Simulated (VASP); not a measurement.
Here is a VASP 6.6.1 calculation.

File INCAR:

```
SYSTEM = Li
  PREC = Accurate
  ENCUT = 520
  EDIFF = 1E-6
  ISMEAR = -1
  SIGMA = 0.08
  LREAL = .False.
  LASPH = .True.
  NELM = 80
  ALGO = Normal
  ISIF = 2
  LWAVE = .False.
  LCHARG = .True.
  GGA = PE
  LELF = .True.
  LVHAR = .True.
  NBANDS = 10
```

File KPOINTS:

```
Automatic mesh
0
Gamma
  15 15 8
  0 0 0
```

POSCAR

```
Li
1.0
    3.1519410852      0.0000000000      0.0000000000
   -1.5759705426      2.7296610510      0.0000000000
    0.0000000000      0.0000000000      5.1600208437
Li
2
Direct
    0.3333333333      0.6666666667      0.2500000000
    0.6666666667      0.3333333333      0.7500000000
```

Potentials or basis: VASP PAW PBE potentials, release 64 (Li_sv).

Run with:

```sh
$ cat potpaw_PBE.64/Li_sv/POTCAR > POTCAR
$ mpirun -np 1 vasp_std > vasp.out
```

**Question.** Predict the band gap on the k mesh.

**Answer.** Zero (band 3 reaches 2.45 eV, above the bottom of band 4 at -1.99 eV).
